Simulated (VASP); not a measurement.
# Fe (Im-3m) in VASP: a series of runs

Fe is run at these levels: PBE+U; tasks: single point.

Everything below comes from runs of VASP 6.6.1. Logs are shortened: lines on timing, memory, paths and dates and some standing lists are left out, and cuts for length are marked.

## (1) The cell of the first run

The structure is cubic, space group Im-3m (No. 229). The conventional cell has a = 2.910 Å, b = 2.910 Å, c = 2.910 Å, α = 90.00°, β = 90.00°, γ = 90.00°. Within 3.3 Å of Fe (site symmetry m-3m) lie 14 Fe at 2.52 to 2.91 Å.

## (2) Single point, PBE+U, collinear spin, ferromagnetic start

Contents of INCAR:

```
SYSTEM = Fe
PREC     = Accurate       ! precision mode
ENCUT    = 520            ! plane-wave cutoff, eV
EDIFF    = 1E-6           ! SCF threshold, eV
ISMEAR   = -1             ! smearing method
SIGMA    = 0.1            ! smearing width, eV
LREAL    = .FALSE.        ! projectors in reciprocal space
LASPH    = .TRUE.         ! aspherical terms in the spheres
NELM     = 150            ! most SCF steps
ALGO     = Normal         ! electronic algorithm
ISIF     = 2              ! what is computed and relaxed
LWAVE    = .FALSE.        ! write WAVECAR
LCHARG   = .TRUE.         ! write CHGCAR
ISPIN    = 2              ! spin polarisation
MAGMOM   = 3.19 3.19      ! initial moments
LORBIT   = 11             ! projections on sites
LMAXMIX  = 4              ! l up to which the mixer works
LDAU     = .TRUE.         ! DFT+U
LDAUTYPE = 2            
LDAUL    = 2              ! shell
LDAUU    = 3.3            ! U, eV
LDAUJ    = 0            
LDAUPRINT= 1            
GGA      = PE             ! functional
LELF     = .TRUE.         ! ELF
LVHAR    = .TRUE.       
NBANDS   = 19             ! bands
```

Contents of KPOINTS:

```
Automatic mesh
0
G
  12 6 12
  0 0 0
```

Contents of POSCAR:

```
Fe
1.0
   -1.4550000000      1.4550000000      1.4550000000
    2.9100000000     -2.9100000000      2.9100000000
    1.4550000000      1.4550000000     -1.4550000000
Fe
2
Direct
    0.0000000000      0.0000000000      0.0000000000
    0.0000000000      0.5000000000      0.0000000000
```

Potentials or basis: VASP PAW PBE potentials, release 64 (Fe).

Launch:

```bash
$ cat potpaw_PBE.64/Fe/POTCAR > POTCAR
$ mpirun -np 1 vasp_std > vasp.out
```

OUTCAR:

```text
SYSTEM = Fe
   PREC = Accurate
   ENCUT = 520
   EDIFF = 1E-6
   ISMEAR = -1
   LREAL = .FALSE.
   LASPH = .TRUE.
   NELM = 150
   ISIF = 2
   ISPIN = 2
   LORBIT = 11
   GGA = PE

 ion  position               nearest neighbor table
   1  0.000  0.000  0.000-   2 2.52   2 2.52   2 2.52   2 2.52   2 2.91   2 2.91   2 2.91   2 2.91

   2  0.000  0.500  0.000-   1 2.52   1 2.52   1 2.52   1 2.52   1 2.91   1 2.91   1 2.91   1 2.91

  LATTYP: Found a base centered orthorhombic cell.
 ALAT       =     2.9100000000
 B/A-ratio  =     1.4142135624
 C/A-ratio  =     1.4142135624

  Lattice vectors:

 A1 = (   1.4550000000,   1.4550000000,  -1.4550000000)
 A2 = (  -1.4550000000,   1.4550000000,   1.4550000000)
 A3 = (   2.9100000000,   0.0000000000,   2.9100000000)

Analysis of symmetry for initial positions (statically):
=====================================================================
 Subroutine PRICEL returns following result:

  LATTYP: Found a body centered cubic cell.
 ALAT       =     2.9100000000
[... 12 lines left out ...]
 Subroutine GETGRP returns: Found  8 space group operations
 (whereof  8 operations were pure point group operations)
 out of a pool of  8 trial point group operations.

The static configuration has the point symmetry D_2h.

Analysis of symmetry for dynamics (positions and initial velocities):
=====================================================================
 Subroutine PRICEL returns following result:

  LATTYP: Found a body centered cubic cell.
 ALAT       =     2.9100000000
[... 12 lines left out ...]
 Subroutine GETGRP returns: Found  8 space group operations
 (whereof  8 operations were pure point group operations)
 out of a pool of  8 trial point group operations.

The dynamic configuration has the point symmetry D_2h.

Analysis of structural, dynamic, and magnetic symmetry:
=====================================================================
 Subroutine PRICEL returns following result:

  LATTYP: Found a body centered cubic cell.
 ALAT       =     2.9100000000
[... 12 lines left out ...]
 Subroutine GETGRP returns: Found  8 space group operations
 (whereof  8 operations were pure point group operations)
 out of a pool of  8 trial point group operations.

The overall configuration has the point symmetry D_2h.

 Subroutine INISYM returns: Found  8 space group operations
 (whereof  8 operations are pure point group operations),
 and found     2 'primitive' translations

----------------------------------------------------------------------------------------

                                     Primitive cell

  volume of cell :      12.3211

  direct lattice vectors                    reciprocal lattice vectors
    -1.455000000  1.455000000  1.455000000     0.000000000  0.343642612  0.343642612
     1.455000000 -1.455000000  1.455000000     0.343642612  0.000000000  0.343642612
     1.455000000  1.455000000 -1.455000000     0.343642612  0.343642612  0.000000000

  length of vectors
     2.520133925  2.520133925  2.520133925     0.485984042  0.485984042  0.485984042

  position of ions in fractional coordinates (direct lattice)
     0.000000000  0.000000000  0.000000000

  ion indices of the primitive-cell ions
   primitive index   ion index
                 1           1

----------------------------------------------------------------------------------------

 KPOINTS: Automatic mesh

Automatic generation of k-mesh.
 Grid dimensions read from file:
 generate k-points for:   12    6   12

 Generating k-lattice:

  Cartesian coordinates                     Fractional coordinates (reciprocal lattice)
     0.000000000  0.028636884  0.028636884     0.083333333  0.000000000  0.000000000
     0.028636884  0.000000000  0.028636884     0.000000000  0.166666667  0.000000000
     0.028636884  0.028636884  0.000000000     0.000000000  0.000000000  0.083333333
[... 80 lines left out ...]
  Thomas-Fermi vector in A             =   2.538817
   LORBIT       =     11    0 simple, 1 ext, 2 COOP (PROOUT), +10 PAW based schemes
 LDA+U is selected, type is set to LDAUTYPE =  2
   angular momentum for each species LDAUL =     2
   U (eV)           for each species LDAUU =   3.3
   J (eV)           for each species LDAUJ =   0.0
   GGA     = PE    functional components
   LHFCALC =     F    Hartree Fock is set to
   AEXX    =    0.0000 exact exchange contribution
   IVDW    =     0    specifies the selected vdW correction
   LEPSILON=     F    determine dielectric tensor
   LRPA    =     F    only Hartree local field effects (RPA)
 spin polarized calculation
  energy-cutoff  :      520.00
  volume of cell :       24.64
 maximum number of plane-waves:       698
   NGX =  9   NGY = 19   NGZ =  9

atom =   1  type =  1  l = 2

 onsite density matrix

spin component  1

  0.9216 -0.0000 -0.0000 -0.0000 -0.0000
 -0.0000  0.9216  0.0000  0.0000 -0.0000
 -0.0000  0.0000  0.9344  0.0000 -0.0000
 -0.0000  0.0000  0.0000  0.9216  0.0000
[... 22 lines left out ...]

atom =   2  type =  1  l = 2

 onsite density matrix

spin component  1

  0.9216 -0.0000  0.0000 -0.0000 -0.0000
 -0.0000  0.9216 -0.0000 -0.0000 -0.0000
  0.0000 -0.0000  0.9344  0.0000 -0.0000
 -0.0000 -0.0000  0.0000  0.9216  0.0000
 -0.0000 -0.0000 -0.0000  0.0000  0.9344

spin component  2

  0.3873  0.0000 -0.0000 -0.0000  0.0000
  0.0000  0.3873  0.0000  0.0000  0.0000
 -0.0000  0.0000  0.2086 -0.0000 -0.0000
 -0.0000  0.0000 -0.0000  0.3872 -0.0000
  0.0000  0.0000 -0.0000 -0.0000  0.2086

 occupancies and eigenvectors

  o =  0.2086  v =  0.0000  0.0000  0.0000  0.0000  0.0000  0.0000 -0.0000  0.5000  0.0000  0.8660      0.0000  0.0000  0.0000  0.0000  0.0000  0.0000  0.0000  0.0000  0.0000  0.0000
  o =  0.2086  v =  0.0000  0.0000  0.0000  0.0000  0.0000  0.0000  0.0000  0.8660 -0.0000 -0.5000      0.0000  0.0000  0.0000  0.0000  0.0000  0.0000  0.0000  0.0000  0.0000  0.0000
  o =  0.3872  v =  0.0000  0.0000  0.0000  0.0000  0.0000 -0.0000  0.0000  0.0000 -1.0000  0.0000      0.0000  0.0000  0.0000  0.0000  0.0000  0.0000  0.0000  0.0000  0.0000  0.0000
  o =  0.3873  v =  0.0000  0.0000  0.0000  0.0000  0.0000 -0.7071  0.7071  0.0000  0.0000  0.0000      0.0000  0.0000  0.0000  0.0000  0.0000  0.0000  0.0000  0.0000  0.0000  0.0000
  o =  0.3873  v =  0.0000  0.0000  0.0000  0.0000  0.0000 -0.7071 -0.7071  0.0000 -0.0000 -0.0000      0.0000  0.0000  0.0000  0.0000  0.0000  0.0000  0.0000  0.0000  0.0000  0.0000
  o =  0.9216  v = -0.7071 -0.7071 -0.0000 -0.0000 -0.0000  0.0000  0.0000  0.0000  0.0000  0.0000      0.0000  0.0000  0.0000  0.0000  0.0000  0.0000  0.0000  0.0000  0.0000  0.0000
  o =  0.9216  v =  0.7071 -0.7071 -0.0000 -0.0000 -0.0000  0.0000  0.0000  0.0000  0.0000  0.0000      0.0000  0.0000  0.0000  0.0000  0.0000  0.0000  0.0000  0.0000  0.0000  0.0000
  o =  0.9216  v =  0.0000 -0.0000 -0.0000  1.0000 -0.0000  0.0000  0.0000  0.0000  0.0000  0.0000      0.0000  0.0000  0.0000  0.0000  0.0000  0.0000  0.0000  0.0000  0.0000  0.0000
  o =  0.9344  v =  0.0000 -0.0000  0.5000  0.0000  0.8660  0.0000  0.0000  0.0000  0.0000  0.0000      0.0000  0.0000  0.0000  0.0000  0.0000  0.0000  0.0000  0.0000  0.0000  0.0000
  o =  0.9344  v =  0.0000  0.0000 -0.8660  0.0000  0.5000  0.0000  0.0000  0.0000  0.0000  0.0000      0.0000  0.0000  0.0000  0.0000  0.0000  0.0000  0.0000  0.0000  0.0000  0.0000

 number of electron      15.9999989 magnetization       5.6426406

 Free energy of the ion-electron system (eV)
  ---------------------------------------------------
  ext. energy  EPLUGINS =         0.00000000
  ---------------------------------------------------
  free energy    TOTEN  =       -11.45442019 eV

  energy without entropy =      -11.38925845  energy(sigma->0) =      -11.42183932

 E-fermi :   5.3640     XC(G=0): -12.6208

 val. band max:        5.3532824097   @ k =   0.0000   0.5000   0.0000
 cond. band min:       5.3705183251   @ k =  -0.2500   0.1667   0.0000
 fundamental gap:      0.0172359154
 Fermi energy:         5.3640013945

 spin component 1

 k-point     1 :       0.0000    0.0000    0.0000
  band No.  band energies     occupation
      1      -2.8584      1.00000
      2      -0.6336      1.00000
      3       0.4234      1.00000
      4       1.3243      1.00000
      5       1.3245      1.00000
      6       1.3245      1.00000
[... 1049 lines left out ...]
     18      28.5022      0.00000
     19      28.6913      0.00000

 [... further k-points ...]

------------------------ aborting loop because EDIFF is reached ----------------------------------------

  FORCE on cell =-STRESS in cart. coord.  units (eV):
  Direction    XX          YY          ZZ          XY          YZ          ZX
  --------------------------------------------------------------------------------------
  -------------------------------------------------------------------------------------
  Total        0.4360461      0.4367569      0.4360461      0.0000000     -0.0000000     -0.0000194
  in kB       28.3507179     28.3969279     28.3507179      0.0000000     -0.0000000     -0.0012602
  external PRESSURE =      28.3661213 kB  Pullay stress =       0.0000000 kB

 VOLUME and BASIS-vectors are now :
 -----------------------------------------------------------------------------
  energy-cutoff  :      520.00
  volume of cell :       24.64
      direct lattice vectors                 reciprocal lattice vectors
    -1.455000000  1.455000000  1.455000000     0.000000000  0.343642612  0.343642612
     2.910000000 -2.910000000  2.910000000     0.171821306  0.000000000  0.171821306
     1.455000000  1.455000000 -1.455000000     0.343642612  0.343642612  0.000000000

 POSITION                                       TOTAL-FORCE (eV/Angst)
 -----------------------------------------------------------------------------------
      0.00000      0.00000      0.00000         0.000000      0.000000      0.000000
      1.45500     -1.45500      1.45500        -0.000000      0.000000     -0.000000
 -----------------------------------------------------------------------------------
    total drift:                                0.000000     -0.000000     -0.000000

  FREE ENERGIE OF THE ION-ELECTRON SYSTEM (eV)
  ---------------------------------------------------
  free  energy   TOTEN  =       -11.4544201892 eV

  energy  without entropy=      -11.3892584498  energy(sigma->0) =      -11.42183932

 total charge

# of ion       s       p       d       tot
------------------------------------------
    1        0.465   0.489   6.188   7.141
    2        0.465   0.489   6.188   7.141
--------------------------------------------------
tot          0.929   0.977  12.376  14.282

 magnetization (x)

# of ion       s       p       d       tot
------------------------------------------
    1       -0.025  -0.108   3.055   2.923
    2       -0.025  -0.108   3.055   2.923
--------------------------------------------------
tot         -0.049  -0.216   6.110   5.845
```

It took 2.2 min on 1 thread of Intel Xeon Platinum 8259CL at 2.50GHz (Skylake/Cascade Lake), shared host; peak memory 0.23 GiB.

What came out:

| Quantity | Value |
| --- | --- |
| Free energy | -11.4544 eV |
| Pressure | 2.8 GPa |
| Net moment | 5.64 μB per cell |
| Site moments | Fe +2.92 μB |
| Valence electrons inside the program's atomic spheres | Fe 7.14 |

Levels at points of the mesh, in eV from the Fermi level:
Spin up:
| k point | band 9 | band 10 | band 11 | band 12 | band 13 | band 14 |
| --- | --- | --- | --- | --- | --- | --- |
| (0.00, 0.00, 0.00) | -2.90 | -2.82 | -1.71 | 0.32 | 5.62 | 17.46 |
| (0.50, 0.00, 0.00) | -1.71 | -1.71 | 0.32 | 0.32 | 5.62 | 5.62 |
| (0.00, 0.50, 0.00) | -2.95 | -2.95 | -2.90 | -2.90 | 13.99 | 13.99 |
| (0.50, 0.50, 0.00) | -2.58 | -2.58 | 0.98 | 0.98 | 9.47 | 9.47 |
| (0.50, 0.00, 0.50) | -1.94 | -1.71 | 0.32 | 5.62 | 9.09 | 9.09 |
| (0.50, 0.50, 0.50) | -1.82 | -1.82 | 4.17 | 4.17 | 6.43 | 6.43 |
Spin down:
```
           k point  band 2  band 3  band 4  band 5  band 6  band 7  band 8  band 9
(0.00, 0.00, 0.00)   -2.96   -0.89    0.23    0.34    0.34    0.34    2.46    2.73
(0.50, 0.00, 0.00)   -2.96   -0.89   -0.89    0.23    0.23    2.46    2.46    2.99
(0.00, 0.50, 0.00)   -5.92   -0.30   -0.30   -0.01   -0.01    1.57    1.57    2.33
(0.50, 0.50, 0.00)   -2.69   -0.94   -0.94   -0.66   -0.66    2.30    2.30    2.85
(0.50, 0.00, 0.50)   -1.83   -1.83   -0.89    0.23    2.46    2.83    2.83    2.83
(0.50, 0.50, 0.50)   -1.61   -1.16   -1.16    0.57    0.57    1.41    1.41    2.97
```

Eigenvalues of the final occupation matrices:
```tsv
site	spin	trace	eigenvalues
site 1 d	1	4.63	0.92 0.92 0.92 0.93 0.93
site 1 d	2	1.58	0.21 0.21 0.39 0.39 0.39
site 2 d	1	4.63	0.92 0.92 0.92 0.93 0.93
site 2 d	2	1.58	0.21 0.21 0.39 0.39 0.39
```

Caveat: the U is typed as a test and isn't derived for this compound. The state reached can hang on the start; a lower one may exist.

## (3) Single point, PBE+U, collinear spin, ferromagnetic start

Contents of INCAR:

```
PREC = Accurate
ENCUT = 520
EDIFF = 1E-6
ISMEAR = -1
SIGMA = 0.1
LREAL = False
LASPH = True
NELM = 150
ALGO = Normal
ISIF = 2
LWAVE = False
LCHARG = False
ISPIN = 2
MAGMOM = 4 4
LORBIT = 11
LMAXMIX = 4
LDAU = True
LDAUTYPE = 2
LDAUL = 2
LDAUU = 3.3
LDAUJ = 0
LDAUPRINT = 1
GGA = PE
NBANDS = 19
```

Contents of KPOINTS:

```
Automatic mesh
0
Gamma
  12 6 12
```

POSCAR is that of step 2.

Potentials or basis: VASP PAW PBE potentials, release 64 (Fe).

Launch:

```bash
$ cat potpaw_PBE.64/Fe/POTCAR > POTCAR
$ mpirun -np 1 vasp_std > vasp.out
```

It took 2.2 min on 1 thread of Intel Xeon Platinum 8259CL at 2.50GHz (Skylake/Cascade Lake), shared host; peak memory 0.23 GiB.

The run converged. Its results:

```
Free energy                                           : -11.4544 eV
Pressure                                              : 2.9 GPa
Net moment                                            : 5.64 μB per cell
Site moments                                          : Fe +2.92 μB
Valence electrons inside the program's atomic spheres : Fe 7.14
```

Levels at points of the mesh, in eV from the Fermi level:
Spin up:
```tsv
k point	band 8	band 9	band 10	band 11	band 12	band 13	band 14	band 15
(0.00, 0.00, 0.00)	-2.95	-2.90	-2.82	-1.71	0.32	5.62	17.46	18.63
(0.50, 0.00, 0.00)	-2.82	-1.71	-1.71	0.32	0.32	5.62	5.62	17.46
(0.00, 0.50, 0.00)	-3.10	-2.95	-2.95	-2.90	-2.90	13.99	13.99	19.99
(0.50, 0.50, 0.00)	-2.99	-2.58	-2.58	0.98	0.98	9.47	9.47	10.47
(0.50, 0.00, 0.50)	-1.94	-1.94	-1.71	0.32	5.62	9.09	9.09	9.09
(0.50, 0.50, 0.50)	-3.06	-1.82	-1.82	4.17	4.17	6.43	6.43	12.39
```
Spin down:
```
           k point  band 1  band 2  band 3  band 4  band 5  band 6  band 7  band 8  band 9  band 10
(0.00, 0.00, 0.00)   -8.19   -2.96   -0.89    0.23    0.34    0.34    0.34    2.46    2.73     2.73
(0.50, 0.00, 0.00)   -2.96   -2.96   -0.89   -0.89    0.23    0.23    2.46    2.46    2.99     2.99
(0.00, 0.50, 0.00)   -5.92   -5.92   -0.30   -0.30   -0.01   -0.01    1.57    1.57    2.33     2.33
(0.50, 0.50, 0.00)   -2.69   -2.69   -0.94   -0.94   -0.66   -0.66    2.30    2.30    2.85     2.85
(0.50, 0.00, 0.50)   -2.96   -1.83   -1.83   -0.89    0.23    2.46    2.83    2.83    2.83     2.99
(0.50, 0.50, 0.50)   -1.61   -1.61   -1.16   -1.16    0.57    0.57    1.41    1.41    2.97     2.97
```

Eigenvalues of the final occupation matrices:
```tsv
site	spin	trace	eigenvalues
site 1 d	1	4.63	0.92 0.92 0.92 0.93 0.93
site 1 d	2	1.58	0.21 0.21 0.39 0.39 0.39
site 2 d	1	4.63	0.92 0.92 0.92 0.93 0.93
site 2 d	2	1.58	0.21 0.21 0.39 0.39 0.39
```

Caveat: the U is typed as a test and isn't derived for this compound. The state reached can hang on the start; a lower one may exist.

## (4) Single point, PBE+U, collinear spin

Contents of INCAR:

```
SYSTEM = Fe
  PREC = Accurate
  ENCUT = 520
  EDIFF = 1E-6
  ISMEAR = -1
  SIGMA = 0.1
  LREAL = .False.
  LASPH = .True.
  NELM = 150
  ALGO = Normal
  ISIF = 2
  LWAVE = .False.
  LCHARG = .False.
  ISPIN = 2
  MAGMOM = 0 4
  LORBIT = 11
  LMAXMIX = 4
  LDAU = .True.
  LDAUTYPE = 2
  LDAUL = 2
  LDAUU = 3.3
  LDAUJ = 0
  LDAUPRINT = 1
  GGA = PE
  NBANDS = 19
```

Contents of KPOINTS:

```
Automatic mesh
0
Gamma
  12 6 12
  0 0 0
```

POSCAR is that of step 3.

Launch:

```bash
$ cat potpaw_PBE.64/Fe/POTCAR > POTCAR
$ mpirun -np 1 vasp_std > vasp.out
```

Run time: 5.9 min. Hardware: 1 thread of Intel Xeon Platinum 8259CL at 2.50GHz (Skylake/Cascade Lake), shared host; peak memory 0.24 GiB.

Results (log left out):

```yaml
Free_energy: -11.4544 eV
Pressure: 2.9 GPa
Net_moment: 5.64 μB per cell
Site_moments: Fe +2.92 μB
Valence_electrons_inside_the_program's_atomic_spheres: Fe 7.14
```

Levels at points of the mesh, in eV from the Fermi level:
Spin up:
```csv
k point,band 9,band 10,band 11,band 12,band 13,band 14
"(0.00, 0.00, 0.00)",-2.90,-2.82,-1.71,0.32,5.62,17.46
"(0.50, 0.00, 0.00)",-1.71,-1.71,0.32,0.32,5.62,5.62
"(0.00, 0.50, 0.00)",-2.95,-2.95,-2.90,-2.90,13.99,13.99
"(0.50, 0.50, 0.00)",-2.58,-2.58,0.98,0.98,9.47,9.47
"(0.50, 0.00, 0.50)",-1.94,-1.71,0.32,5.62,9.09,9.09
"(0.50, 0.50, 0.50)",-1.83,-1.82,4.17,4.17,6.43,6.43
```
Spin down:
```
           k point  band 3  band 4  band 5  band 6  band 7  band 8
(0.00, 0.00, 0.00)   -0.89    0.23    0.34    0.34    0.34    2.46
(0.50, 0.00, 0.00)   -0.89   -0.88    0.23    0.23    2.46    2.46
(0.00, 0.50, 0.00)   -0.30   -0.30   -0.01   -0.01    1.57    1.57
(0.50, 0.50, 0.00)   -0.94   -0.94   -0.66   -0.66    2.30    2.30
(0.50, 0.00, 0.50)   -1.83   -0.88    0.23    2.46    2.83    2.83
(0.50, 0.50, 0.50)   -1.16   -1.16    0.57    0.57    1.40    1.41
```

Eigenvalues of the final occupation matrices:
```tsv
site	spin	trace	eigenvalues
site 1 d	1	4.63	0.92 0.92 0.92 0.93 0.93
site 1 d	2	1.58	0.21 0.21 0.39 0.39 0.39
site 2 d	1	4.63	0.92 0.92 0.92 0.93 0.93
site 2 d	2	1.58	0.21 0.21 0.39 0.39 0.39
```

Caveat: the U is typed as a test and isn't derived for this compound.
